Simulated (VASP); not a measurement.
The system is Rb2H3.

```
CELL_PARAMETERS angstrom
4.17516 0.00000 0.00000
-2.08758 3.61579 0.00000
0.00000 0.00000 6.49586
ATOMIC_POSITIONS crystal
Rb 0.33333 0.66667 0.24500
Rb 0.66667 0.33333 0.75500
H 0.00000 0.00000 0.00000
H 0.33333 0.66667 0.64500
H 0.66667 0.33333 0.35500
```

```yaml
Program: VASP 6.6.1
Task: relaxation of cell and atoms
Functional: PBE
Potentials_or_basis: VASP PAW PBE potentials, release 64 (Rb_sv, H)
Cutoff: 600 eV
k_mesh: 6 × 6 × 4
Occupations: gaussian, width 0.1 eV
Spin: no spin polarisation
```

At the start: pressure 5.2 GPa; volume 19.61 Å³/atom.

Question: Where does the relaxation end?

Answer: Over 29 steps the energy falls by 129.3 meV/atom and the volume is 25.16 Å³/atom (+28.3 %); space group P-3m1 (No. 164, to 0.1 Å) before and after.

The path:
| step | energy change (eV) | largest force (eV/Å) | pressure (GPa) | volume (Å³) |
| --- | --- | --- | --- | --- |
| 1 | 0.0000 | 0.5793 | 5.18 | 98.06 |
| 2 | -0.2670 | 0.3679 | 3.13 | 107.34 |
| 3 | -0.4978 | 0.0560 | 0.47 | 127.03 |
| 4 | -0.5065 | 0.0328 | 0.05 | 131.68 |
| 5 | -0.5067 | 0.0340 | -0.02 | 132.49 |
| 6 | -0.5065 | 0.0350 | -0.08 | 133.25 |
| 7 | -0.5080 | 0.0421 | -0.08 | 133.20 |
| 8 | -0.5118 | 0.0638 | -0.08 | 133.04 |
| 9 | -0.5172 | 0.1102 | -0.09 | 132.66 |
| 10 | -0.5175 | 0.2157 | -0.06 | 131.60 |
| 11 | -0.5191 | 0.1639 | -0.08 | 132.15 |
| 12 | -0.5208 | 0.1678 | -0.08 | 131.96 |
| 13 | -0.5261 | 0.1788 | -0.05 | 131.40 |
| 14 | -0.5373 | 0.1999 | -0.02 | 130.24 |
| 15 | -0.5602 | 0.2345 | 0.07 | 127.76 |
| 16 | -0.5728 | 0.2305 | 0.42 | 122.16 |
| 17 | -0.5769 | 0.2536 | 0.26 | 124.05 |
| 18 | -0.5767 | 0.2477 | 0.32 | 123.29 |
| 19 | -0.5829 | 0.2235 | 0.31 | 123.24 |
| 20 | -0.5925 | 0.1412 | 0.30 | 123.07 |
| 21 | -0.6014 | 0.1306 | 0.25 | 123.65 |
| 22 | -0.6219 | 0.1031 | 0.07 | 125.38 |
| 23 | -0.6398 | 0.0609 | -0.19 | 128.75 |
| 24 | -0.6403 | 0.0556 | -0.21 | 129.25 |
| 25 | -0.6429 | 0.0516 | -0.12 | 128.10 |
| 26 | -0.6449 | 0.0461 | 0.01 | 126.54 |
| 27 | -0.6432 | 0.0357 | 0.31 | 123.43 |
| 28 | -0.6452 | 0.0432 | 0.09 | 125.67 |
| 29 | -0.6467 | 0.0390 | 0.07 | 125.81 |

Final structure:
```
Rb H
1.0
     4.90453    0.00000    0.00000
    -2.45226    4.24744    0.00000
     0.00000    0.00000    6.03927
Rb H
2 3
Direct
  0.33333 0.66667 0.23183
  0.66667 0.33333 0.76817
  0.00000 0.00000 0.00000
  0.33333 0.66667 0.72599
  0.66667 0.33333 0.27401
```

Caveat: the volume moved by over 15 % at a fixed basis, so the end points are rough; an odd number of electrons without spin polarisation forces a metal; a magnetic or distorted state may lie lower.
